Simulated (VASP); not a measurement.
Input of a VASP 6.6.1 run:

Contents of INCAR:

```
ALGO = Normal
EDIFF = 1E-6
ENCUT = 520
GGA = PE
ISIF = 2
ISMEAR = 0
LASPH = True
LCHARG = False
LREAL = False
LWAVE = False
NBANDS = 33
NELM = 60
PREC = Accurate
SIGMA = 0.1
```

The input KPOINTS:

```
k-points
0
Gamma
  4 4 1
```

POSCAR

```
Ta4O
1.0
    3.2574970000      0.0000000000      0.0000000000
    0.0000000000      3.2574970000      0.0000000000
    0.0000000000      0.0000000000      7.4093410000
Ta O
4 1
Direct
    0.0000000000      0.0000000000      0.5000000000
    0.5000000000      0.5000000000      0.7831580000
    0.5000000000      0.5000000000      0.2168420000
    0.0000000000      0.0000000000      0.0000000000
    0.5000000000      0.5000000000      0.5000000000
```

Potentials or basis: VASP PAW PBE potentials, release 64 (Ta_pv, O).

Launch:

```bash
$ cat potpaw_PBE.64/Ta_pv/POTCAR potpaw_PBE.64/O/POTCAR > POTCAR
$ mpirun -np 1 vasp_std > vasp.out
```

(1) Predict the largest force.

(2) Estimate the band gap on the k mesh.

(3) Predict the pressure.

Results:

(1) 0.432 eV/Å.

(2) zero (band 25 reaches 6.57 eV, above the bottom of band 26 at 6.34 eV).

(3) 1.1 GPa.

Caveat: the k points lie up to 0.85 Å⁻¹ apart; spin-orbit coupling is left out, which moves the levels of the heavy elements.
